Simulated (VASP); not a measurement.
Runs of VASP 6.6.1 on TiAl3. The structure is that of space group I4/mmm (No. 139), or close to it. The cells are those of the table. 

```csv
level,cell,k mesh,smearing,gap on the mesh (eV),pressure (GPa)
PBE,"a = 4.644 Å, angles 135.5, 135.5, 64.7°, 4 atoms",16 × 16 × 16,gaussian 0.1 eV,none,49.9
r2SCAN,"a = 5.201 Å, angles 135.7, 135.7, 64.4°, 4 atoms",16 × 16 × 16,gaussian 0.1 eV,none,-7.6
PBE,"a = 5.035 Å, angles 135.6, 135.6, 64.5°, 4 atoms",16 × 16 × 16,gaussian 0.1 eV,none,(b)
PBE,"a = 4.812 Å, angles 135.6, 135.6, 64.7°, 4 atoms",16 × 16 × 16,gaussian 0.1 eV,none,(a)
PBE,"a = 5.097 Å, angles 135.7, 135.7, 64.5°, 4 atoms",18 × 18 × 18,gaussian 0.15 eV,none,0.0
PBE,"a = 4.935 Å, angles 135.6, 135.6, 64.6°, 4 atoms",16 × 16 × 16,gaussian 0.1 eV,none,11.9
PBE,"a = 4.464 Å, angles 135.5, 135.5, 64.7°, 4 atoms",18 × 18 × 18,gaussian 0.1 eV,none,89.9
```

Alike in all rows: task single point; potentials or basis VASP PAW PBE potentials, release 64 (Ti_sv, Al); no spin polarisation; cutoff (eV) 520.

**Question.** Estimate the missing entries.

**Answer.** (a) 24.8; (b) 3.9.

Caveats: the cell stands under pressure (at least some runs); the cell stands under tension (at least some runs); the PAW data sets were made with another functional, which shifts forces and pressure a little (at least some runs).

A gap of «none» marks levels without a gap at the run's occupations.
